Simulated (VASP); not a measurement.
Set up this calculation in VASP 6.6.1, as the native input.

| Property | Result |
| --- | --- |
| Task | single point |
| Functional | PBEsol |
| Potentials or basis | VASP PAW PBE potentials, release 64 (Nb_sv) |
| Cutoff | 520 eV |
| k mesh | 18 × 18 × 18 |
| Occupations | gaussian, width 0.1 eV |
| Spin | no spin polarisation |
| Dipole correction | no |
| Further INCAR settings | ALGO = Normal; EDIFF = 1e-07; NBANDS = 12 |

The structure of Nb lies in POSCAR:

```
Nb
1.0
   -1.6196936167      1.6196936167      1.6196936167
    1.6196936167     -1.6196936167      1.6196936167
    1.6196936167      1.6196936167     -1.6196936167
Nb
1
Direct
    0.0000000000      0.0000000000      0.0000000000
```

This cell differs from its parent crystal: volume scaled by 0.97.

These files were run (other wordings do the same):

INCAR

```
PREC = Accurate
ENCUT = 520
EDIFF = 1E-7
ISMEAR = 0
SIGMA = 0.1
LREAL = False
LASPH = True
NELM = 100
ALGO = Normal
ISIF = 2
LWAVE = False
LCHARG = False
GGA = PS
NBANDS = 12
```

KPOINTS

```
Automatic mesh
0
Gamma
  18 18 18
```

Potentials or basis: VASP PAW PBE potentials, release 64 (Nb_sv).

Command:

```bash
$ cat potpaw_PBE.64/Nb_sv/POTCAR > POTCAR
$ mpirun -np 1 vasp_std > vasp.out
```

It gave:

| Property | Result |
| --- | --- |
| Pressure | 5.5 GPa |

Caveat: the PAW data sets were made with another functional, which shifts forces and pressure a little.

Wall time 32 s on 1 thread of Intel(R) Xeon(R) Platinum 8259CL CPU @ 2.50GHz (Skylake/Cascade Lake), with other jobs on the host, peak memory 0.16 GiB.
